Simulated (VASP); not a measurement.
# HfC (Fm-3m) in VASP: further runs, part 2 of 3

VASP 6.6.1. The steps go on from the part before.

## Step 3: Electric field gradients, PBEsol (12.07 Å³/atom)

This run uses another cell than the first one, of 12.07 Å³/atom.

The input, INCAR:

```
  PREC = Accurate
  ENCUT = 520
  EDIFF = 1E-8
  ISMEAR = -1
  SIGMA = 0.05
  LREAL = F
  LASPH = T
  NELM = 120
  ALGO = Normal
  ISIF = 2
  LWAVE = F
  LCHARG = F
  GGA = PS
  LEFG = T
  NBANDS = 14
  GGA_COMPAT = F
```

The input, KPOINTS:

```
Automatic mesh
0
Gamma
  15 15 15
```

The input, POSCAR:

```
HfC
1.0
    0.0000000000      2.2935772291      2.2935772291
    2.2935772291      0.0000000000      2.2935772291
    2.2935772291      2.2935772291      0.0000000000
Hf C
1 1
Direct
    0.5000000000      0.5000000000      0.5000000000
    0.0000000000      0.0000000000      0.0000000000
```

Potentials or basis: VASP PAW PBE potentials, release 64 (Hf_pv, C).

Command:

```sh
> cat potpaw_PBE.64/Hf_pv/POTCAR potpaw_PBE.64/C/POTCAR > POTCAR
> mpirun -np 1 vasp_std > vasp.out
```

OUTCAR:

```text
PREC = Accurate
   ENCUT = 520
   EDIFF = 1E-8
   ISMEAR = -1
   LREAL = F
   LASPH = T
   NELM = 120
   ISIF = 2
   GGA = PS

 ion  position               nearest neighbor table
   1  0.500  0.500  0.500-   2 2.29   2 2.29   2 2.29   2 2.29   2 2.29   2 2.29
   2  0.000  0.000  0.000-   1 2.29   1 2.29   1 2.29   1 2.29   1 2.29   1 2.29

  LATTYP: Found a face centered cubic cell.
 ALAT       =     4.5871544582

  Lattice vectors:

 A1 = (   0.0000000000,   2.2935772291,   2.2935772291)
 A2 = (   2.2935772291,   0.0000000000,   2.2935772291)
 A3 = (   2.2935772291,   2.2935772291,   0.0000000000)

Analysis of symmetry for initial positions (statically):
=====================================================================
 Subroutine PRICEL returns:
 Original cell was already a primitive cell.

 Routine SETGRP: Setting up the symmetry group for a
 face centered cubic supercell.

 Subroutine GETGRP returns: Found 48 space group operations
 (whereof 48 operations were pure point group operations)
 out of a pool of 48 trial point group operations.

The static configuration has the point symmetry O_h .

Analysis of symmetry for dynamics (positions and initial velocities):
=====================================================================
 Subroutine PRICEL returns:
 Original cell was already a primitive cell.

 Routine SETGRP: Setting up the symmetry group for a
 face centered cubic supercell.

 Subroutine GETGRP returns: Found 48 space group operations
 (whereof 48 operations were pure point group operations)
 out of a pool of 48 trial point group operations.

The dynamic configuration has the point symmetry O_h .

 Subroutine INISYM returns: Found 48 space group operations
 (whereof 48 operations are pure point group operations),
 and found     1 'primitive' translations

----------------------------------------------------------------------------------------

                                     Primitive cell

  volume of cell :      24.1307

  direct lattice vectors                    reciprocal lattice vectors
     0.000000000  2.293577229  2.293577229    -0.218000072  0.218000072  0.218000072
     2.293577229  0.000000000  2.293577229     0.218000072 -0.218000072  0.218000072
     2.293577229  2.293577229  0.000000000     0.218000072  0.218000072 -0.218000072

  length of vectors
     3.243608024  3.243608024  3.243608024     0.377587200  0.377587200  0.377587200

  position of ions in fractional coordinates (direct lattice)
     0.500000000  0.500000000  0.500000000
     0.000000000  0.000000000  0.000000000

  ion indices of the primitive-cell ions
   primitive index   ion index
                 1           1
                 2           2

----------------------------------------------------------------------------------------

 KPOINTS: Automatic mesh

Automatic generation of k-mesh.
 Grid dimensions read from file:
 generate k-points for:   15   15   15

[... 80 lines left out ...]
   IALGO  =     38    algorithm
   IMIX   =      4    mixing-type and parameters
     AMIX     =   0.40;   BMIX     =  1.00
     AMIX_MAG =   1.60;   BMIX_MAG =  1.00
  volume/ion in A,a.u.               =      12.07        81.42
  Fermi-wavevector in a.u.,A,eV,Ry     =   1.365403  2.580237 25.365681  1.864325
  Thomas-Fermi vector in A             =   2.491634
   LORBIT       =      0    0 simple, 1 ext, 2 COOP (PROOUT), +10 PAW based schemes
   GGA     = PS    functional components
   LHFCALC =     F    Hartree Fock is set to
   AEXX    =    0.0000 exact exchange contribution
   IVDW    =     0    specifies the selected vdW correction
   LEPSILON=     F    determine dielectric tensor
   LRPA    =     F    only Hartree local field effects (RPA)
 non-spin polarized calculation
  energy-cutoff  :      520.00
  volume of cell :       24.13
 maximum number of plane-waves:       663
   NGX = 13   NGY = 13   NGZ = 13

 number of electron      14.0000001 magnetization

 Free energy of the ion-electron system (eV)
  ---------------------------------------------------
  ext. energy  EPLUGINS =         0.00000000
  ---------------------------------------------------
  free energy    TOTEN  =       -22.19355635 eV

  energy without entropy =      -22.19056139  energy(sigma->0) =      -22.19205887

 E-fermi :   6.0884     XC(G=0): -12.6226

 val. band max:        6.0868488141   @ k =   0.4000   0.3333   0.0000
 cond. band min:       6.1034931861   @ k =   0.3333   0.2667   0.0000
 fundamental gap:      0.0166443720
 Fermi energy:         6.0883785729

 k-point     1 :       0.0000    0.0000    0.0000
  band No.  band energies     occupation
      1     -23.1787      2.00000
      2     -23.1787      2.00000
      3     -23.1787      2.00000
      4      -6.3730      2.00000
      5       7.1719      0.00000
      6       7.1719      0.00000
      7       7.1719      0.00000
      8       7.4775      0.00000
      9       7.4775      0.00000
     10       7.4775      0.00000
     11       9.6134      0.00000
     12       9.6134      0.00000
     13      13.4446      0.00000
     14      17.1875      0.00000
[... 377 lines left out ...]
      1     -23.4066      2.00000
      2     -23.2465      2.00000
      3     -23.2380      2.00000
      4      -5.4069      2.00000
      5       3.5620      2.00000
      6       5.3709      2.00000
      7       5.6642      1.99959
      8       6.8300      0.00000
      9       9.7050      0.00000
     10      10.0261      0.00000
     11      10.8306      0.00000
     12      12.7106      0.00000
     13      16.0379      0.00000
     14      19.7934      0.00000

 [... further k-points ...]

------------------------ aborting loop because EDIFF is reached ----------------------------------------

  FORCE on cell =-STRESS in cart. coord.  units (eV):
  Direction    XX          YY          ZZ          XY          YZ          ZX
  --------------------------------------------------------------------------------------
  -------------------------------------------------------------------------------------
  Total        0.4566370      0.4566370      0.4566370      0.0000000      0.0000000      0.0000000
  in kB       30.3187696     30.3187696     30.3187696      0.0000000      0.0000000      0.0000000
  external PRESSURE =      30.3187696 kB  Pullay stress =       0.0000000 kB

 VOLUME and BASIS-vectors are now :
 -----------------------------------------------------------------------------
  energy-cutoff  :      520.00
  volume of cell :       24.13
      direct lattice vectors                 reciprocal lattice vectors
     0.000000000  2.293577229  2.293577229    -0.218000072  0.218000072  0.218000072
     2.293577229  0.000000000  2.293577229     0.218000072 -0.218000072  0.218000072
     2.293577229  2.293577229  0.000000000     0.218000072  0.218000072 -0.218000072

 POSITION                                       TOTAL-FORCE (eV/Angst)
 -----------------------------------------------------------------------------------
      2.29358      2.29358      2.29358         0.000000      0.000000     -0.000000
      0.00000      0.00000      0.00000        -0.000000     -0.000000      0.000000
 -----------------------------------------------------------------------------------
    total drift:                                0.000000     -0.000000      0.000000

  FREE ENERGIE OF THE ION-ELECTRON SYSTEM (eV)
  ---------------------------------------------------
  free  energy   TOTEN  =       -22.1935563469 eV

  energy  without entropy=      -22.1905613872  energy(sigma->0) =      -22.19205887

 Electric field gradients (V/A^2)
---------------------------------------------------------------------
 ion       V_xx      V_yy      V_zz      V_xy      V_xz      V_yz
---------------------------------------------------------------------
   1      -0.000     0.000     0.000    -0.000    -0.000    -0.000
   2      -0.000    -0.000    -0.000     0.000     0.000     0.000
---------------------------------------------------------------------

 Electric field gradients after diagonalization (V/A^2)
 (convention: |V_zz| > |V_xx| > |V_yy|)
----------------------------------------------------------------------
 ion       V_xx      V_yy      V_zz     asymmetry (V_yy - V_xx)/ V_zz
----------------------------------------------------------------------
   1       0.000     0.000    -0.000       0.000
   2      -0.000    -0.000     0.001       0.000
----------------------------------------------------------------------

           NMR quadrupolar parameters

 Cq : quadrupolar parameter    Cq=e*Q*V_zz/h
 eta: asymmetry parameters     (V_yy - V_xx)/ V_zz
 Q  : nuclear electric quadrupole moment in mb (millibarn)
----------------------------------------------------------------------
 ion       Cq(MHz)       eta       Q (mb)
----------------------------------------------------------------------
   1      -0.000       0.000       1.000
   2       0.000       0.000       1.000
----------------------------------------------------------------------
```

stdout:

```text
POSCAR found type information on POSCAR HfC
 POSCAR found :  2 types and       2 ions
 scaLAPACK will be used
 -----------------------------------------------------------------------------
|                                                                             |
|                                                                             |
|     You enforced a specific xc type in the INCAR file but a different       |
|     I HOPE YOU KNOW WHAT YOU ARE DOING!                                     |
|                                                                             |
 -----------------------------------------------------------------------------

 LDA part: xc-table for (Slater+PW92), standard interpolation
 POSCAR, INCAR and KPOINTS ok, starting setup
 FFT: planning ... GRIDC
 FFT: planning ... GRID_SOFT
 FFT: planning ... GRID
 WAVECAR not read
 entering main loop
ion   1

ion   2
```

Wall time 56 s (1 thread of Intel Xeon 8259CL, shared host); peak memory 0.17 GiB.

Results:

| Property | Result |
| --- | --- |
| Free energy | -22.1936 eV |
| Pressure | 3.0 GPa |
| Band gap on the k mesh | zero (bands 7 and 8 overlap by 1.47 eV) |
| Largest electric field gradient by atom | zero within the noise of the run |

Caveat: the cell stands under pressure; the PAW data sets were made with another functional, which shifts forces and pressure a little; spin-orbit coupling is left out, which moves the levels of the heavy elements.

## Step 4: Electric field gradients, PBEsol (12.07 Å³/atom)

This run uses another cell than the first one, of 12.07 Å³/atom.

The input, INCAR:

```
SYSTEM = HfC
PREC     = Accurate       ! precision mode
ENCUT    = 520            ! plane-wave cutoff, eV
EDIFF    = 1E-8           ! SCF threshold, eV
ISMEAR   = -1             ! smearing method
SIGMA    = 0.05           ! smearing width, eV
LREAL    = .False.        ! projectors in reciprocal space
LASPH    = .True.         ! aspherical terms in the spheres
NELM     = 120            ! most SCF steps
ALGO     = Normal         ! electronic algorithm
ISIF     = 2              ! what is computed and relaxed
LWAVE    = .False.        ! write WAVECAR
LCHARG   = .False.        ! write CHGCAR
GGA      = PS             ! functional
LEFG     = .True.       
NBANDS   = 14             ! bands
GGA_COMPAT= .False.
```

The input, KPOINTS:

```
Automatic mesh
0
Gamma
  15 15 15
  0 0 0
```

POSCAR is that of step 3.

Potentials or basis: VASP PAW PBE potentials, release 64 (Hf_pv, C).

Command:

```sh
> cat potpaw_PBE.64/Hf_pv/POTCAR potpaw_PBE.64/C/POTCAR > POTCAR
> mpirun -np 1 vasp_std > vasp.out
```

OUTCAR:

```text
SYSTEM = HfC
   PREC = Accurate
   ENCUT = 520
   EDIFF = 1E-8
   ISMEAR = -1
   LREAL = .False.
   LASPH = .True.
   NELM = 120
   ISIF = 2
   GGA = PS

 ion  position               nearest neighbor table
   1  0.500  0.500  0.500-   2 2.29   2 2.29   2 2.29   2 2.29   2 2.29   2 2.29
   2  0.000  0.000  0.000-   1 2.29   1 2.29   1 2.29   1 2.29   1 2.29   1 2.29

  LATTYP: Found a face centered cubic cell.
 ALAT       =     4.5871544582

  Lattice vectors:

 A1 = (   0.0000000000,   2.2935772291,   2.2935772291)
 A2 = (   2.2935772291,   0.0000000000,   2.2935772291)
 A3 = (   2.2935772291,   2.2935772291,   0.0000000000)

Analysis of symmetry for initial positions (statically):
=====================================================================
 Subroutine PRICEL returns:
 Original cell was already a primitive cell.

 Routine SETGRP: Setting up the symmetry group for a
 face centered cubic supercell.

[... 596 lines left out ...]
      direct lattice vectors                 reciprocal lattice vectors
     0.000000000  2.293577229  2.293577229    -0.218000072  0.218000072  0.218000072
     2.293577229  0.000000000  2.293577229     0.218000072 -0.218000072  0.218000072
     2.293577229  2.293577229  0.000000000     0.218000072  0.218000072 -0.218000072

 POSITION                                       TOTAL-FORCE (eV/Angst)
 -----------------------------------------------------------------------------------
      2.29358      2.29358      2.29358         0.000000      0.000000     -0.000000
      0.00000      0.00000      0.00000        -0.000000     -0.000000      0.000000
 -----------------------------------------------------------------------------------
    total drift:                                0.000000     -0.000000      0.000000

  FREE ENERGIE OF THE ION-ELECTRON SYSTEM (eV)
  ---------------------------------------------------
  free  energy   TOTEN  =       -22.1935563469 eV

  energy  without entropy=      -22.1905613872  energy(sigma->0) =      -22.19205887

 Electric field gradients (V/A^2)
---------------------------------------------------------------------
 ion       V_xx      V_yy      V_zz      V_xy      V_xz      V_yz
---------------------------------------------------------------------
   1      -0.000     0.000     0.000    -0.000    -0.000    -0.000
   2      -0.000    -0.000    -0.000     0.000     0.000     0.000
---------------------------------------------------------------------

 Electric field gradients after diagonalization (V/A^2)
 (convention: |V_zz| > |V_xx| > |V_yy|)
----------------------------------------------------------------------
 ion       V_xx      V_yy      V_zz     asymmetry (V_yy - V_xx)/ V_zz
----------------------------------------------------------------------
   1       0.000     0.000    -0.000       0.000
   2      -0.000    -0.000     0.001       0.000
----------------------------------------------------------------------

           NMR quadrupolar parameters

 Cq : quadrupolar parameter    Cq=e*Q*V_zz/h
 eta: asymmetry parameters     (V_yy - V_xx)/ V_zz
 Q  : nuclear electric quadrupole moment in mb (millibarn)
----------------------------------------------------------------------
 ion       Cq(MHz)       eta       Q (mb)
----------------------------------------------------------------------
   1      -0.000       0.000       1.000
   2       0.000       0.000       1.000
----------------------------------------------------------------------
```

Wall time 57 s (1 thread of Intel Xeon 8259CL, shared host); peak memory 0.17 GiB.

What came out:

```yaml
Free_energy: -22.1936 eV
Pressure: 3.0 GPa
Band_gap_on_the_k_mesh: zero (bands 7 and 8 overlap by 1.47 eV)
Largest_electric_field_gradient_by_atom: zero within the noise of the run
```

Caveat: the cell stands under pressure; the PAW data sets were made with another functional, which shifts forces and pressure a little; spin-orbit coupling is left out, which moves the levels of the heavy elements.

(Continued in part 3 of 3.)
